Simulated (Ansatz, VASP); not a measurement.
**CsAs2 in VASP and in Ansatz**

```
Cs As
1.0
    -1.83593    1.83593    6.47887
     1.83593   -1.83593    6.47887
     1.83593    1.83593   -6.47887
Cs As
1 2
Direct
  0.00000 0.00000 0.00000
  0.71596 0.71596 0.00000
  0.28404 0.28404 0.00000
```

Alike in both runs: functional PBE; k mesh 18 × 18 × 18; occupations gaussian, width 0.1 eV; no spin polarisation.

Ansatz relaxed the structure, and its values are those at the end. VASP's run is a single point on that final structure, the one shown.

|  | VASP | Ansatz |
| --- | --- | --- |
| version | VASP 6.6.1 | Ansatz 0.2.0 |
| potentials or method | VASP PAW PBE potentials, release 64 (Cs_sv, As), cutoff 520 eV | scalar-relativistic, plane waves, PAW |
| valence electrons in the cell | 19 | 39 |

```csv
,VASP,Ansatz,Ansatz less VASP
gap on the k mesh at the Fermi level (eV),none,none,-
pressure (GPa),0.1,0.0,-0.14
```

A gap of «none» marks a metal or a gap that the smearing closes. VASP's potentials hold 19 valence electrons a cell and Ansatz's 39, so a difference there can come from the potentials and not from the codes.

Spin-orbit coupling is off throughout.
